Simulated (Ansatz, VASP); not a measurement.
Zr3S2 in VASP and in Ansatz

INCAR

```
SYSTEM = Zr3S2
ALGO = Normal ; EDIFF = 1E-6
ENCUT = 520 ; GGA = PE
ISIF = 2 ; ISMEAR = 0
LASPH = .True. ; LCHARG = .False.
LREAL = .False. ; LWAVE = .False.
NBANDS = 32 ; NELM = 60
PREC = Accurate ; SIGMA = 0.15
```

Contents of KPOINTS:

```
k-points
0
Gamma
  12 12 12
  0 0 0
```

POSCAR

```
Zr3S2
1.0
    3.0399724269      1.7551288991      3.3063555001
   -3.0399724269      1.7551288991      3.3063555001
    0.0000000000     -3.5102577980      3.3063555001
Zr S
3 2
Direct
    0.1621066357      0.8378933643      0.5000000000
    0.5000000000      0.1621066357      0.8378933643
    0.8378933643      0.5000000000      0.1621066357
    0.3347765468      0.3347765468      0.3347765468
    0.6652234532      0.6652234532      0.6652234532
```

Input for Ansatz:

```yaml
crystal:
  lattice:
    - [3.0399724269, 1.7551288991, 3.3063555001]
    - [-3.0399724269, 1.7551288991, 3.3063555001]
    - [0.0, -3.510257798, 3.3063555001]
  atoms:
    - { symbol: Zr, position: [0.1621066357, 0.8378933643, 0.5] }
    - { symbol: Zr, position: [0.5, 0.1621066357, 0.8378933643] }
    - { symbol: Zr, position: [0.8378933643, 0.5, 0.1621066357] }
    - { symbol: S, position: [0.3347765468, 0.3347765468, 0.3347765468] }
    - { symbol: S, position: [0.6652234532, 0.6652234532, 0.6652234532] }
basis:
  ecutwfc: 420
kpoints:
  mp_grid: { grid: [12, 12, 12] }
hamiltonian:
  xc: pbe
scf:
  occupations: { method: gaussian, width: 0.15 }
output:
  forces: true
  stress: true
  eigenvalues: true
```

Change from the starting cell: strain +0.050 along x and y, -0.050 along z, atoms carried along.

Alike in both runs: task single point; functional PBE; k mesh 12 × 12 × 12; occupations gaussian, width 0.15 eV; no spin polarisation.

```csv
,VASP,Ansatz
version,VASP 6.6.1,Ansatz 0.2.0
potentials or method,"VASP PAW PBE potentials, release 64 (Zr_sv, S), cutoff 520 eV","scalar-relativistic, plane waves, PAW"
valence electrons in the cell,48,48
```

|  | VASP | Ansatz | Ansatz less VASP |
| --- | --- | --- | --- |
| gap on the k mesh at the Fermi level (eV) | none | none | - |
| pressure (GPa) | -4.1 | -4.2 | -0.02 |
| traceless stress, the component that is largest in VASP (GPa) | 5.45 | 5.43 | -0.021 |
| rms of the force components (eV/Å) | 0.105 | 0.107 | +0.0018 |

Atom by atom the forces differ by 0.002 eV/Å (rms over components). A gap of «none» marks a metal or a gap that the smearing closes. The functional is the same, so the differences come from potentials, cutoffs and numerics.
